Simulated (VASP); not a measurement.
A run of VASP 6.6.1:

File INCAR:

```
PREC = Accurate
ENCUT = 520
EDIFF = 1E-6
ISMEAR = -1
SIGMA = 0.05
LREAL = F
LASPH = T
NELM = 150
ALGO = Fast
ISIF = 2
LWAVE = F
LCHARG = T
ISPIN = 2
MAGMOM = 2 2 2 2
LORBIT = 11
LMAXMIX = 4
GGA = PS
LELF = T
LVHAR = T
NBANDS = 30
```

KPOINTS

```
Automatic mesh
0
Gamma
  12 12 4
```

Contents of POSCAR:

```
Co
1.0
    2.5190164704      0.0000000000      0.0000000000
   -1.2595082352      2.1815322559      0.0000000000
    0.0000000000      0.0000000000      8.2468668932
Co
4
Direct
    0.6666666667      0.3333333333      0.7500000000
    0.0000000000      0.0000000000      0.5000000000
    0.3333333333      0.6666666667      0.2500000000
    0.0000000000      0.0000000000      0.0000000000
```

Potentials or basis: VASP PAW PBE potentials, release 64 (Co).

Command:

```console
$ cat potpaw_PBE.64/Co/POTCAR > POTCAR
$ mpirun -np 1 vasp_std > vasp.out
```

Hardware: 1 thread of AMD EPYC 9R14 (Zen 4) (shared host).

**Question.** Estimate the wall time of this run.

**Answer.** Wall time 120 s on 1 thread of AMD EPYC 9R14 (Zen 4) (shared host), peak memory 0.22 GiB. Counts: scf iterations 17, k points 57.
